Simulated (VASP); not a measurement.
A run of VASP 6.6.1 is set up as follows.

INCAR

```
SYSTEM = W
ALGO = Normal ; EDIFF = 1E-7
ENCUT = 520 ; GGA = PS
ISIF = 2 ; ISMEAR = 0
LASPH = .True. ; LCHARG = .False.
LREAL = .False. ; LWAVE = .False.
NBANDS = 13 ; NELM = 60
PREC = Accurate ; SIGMA = 0.15
```

The input KPOINTS:

```
k-points
0
Gamma
  20 20 20
  0 0 0
```

Contents of POSCAR:

```
W
1.0
   -1.5973000000      1.5973000000      1.5174350000
    1.5973000000     -1.5973000000      1.5174350000
    1.5973000000      1.5973000000     -1.5174350000
W
1
Direct
    0.0000000000      0.0000000000      0.0000000000
```

Potentials or basis: VASP PAW PBE potentials, release 64 (W_sv).

Launch:

```sh
$ cat potpaw_PBE.64/W_sv/POTCAR > POTCAR
$ mpirun -np 1 vasp_std > vasp.out
```

Q: What does it give for the band gap on the k mesh?

A: Zero (band 7 reaches 16.90 eV, above the bottom of band 8 at 10.38 eV).

Q: Estimate the pressure.

A: 5.5 GPa.

Stress tensor (GPa, compression positive):
```
-0.84  0.00  0.00
 0.00 -0.84  0.00
 0.00  0.00 18.26
```

Caveat: the cell differs from its parent crystal (strain +0.000 along x and y, -0.050 along z); the PAW data sets were made with another functional, which shifts forces and pressure a little; spin-orbit coupling is left out, which moves the levels of the heavy elements.
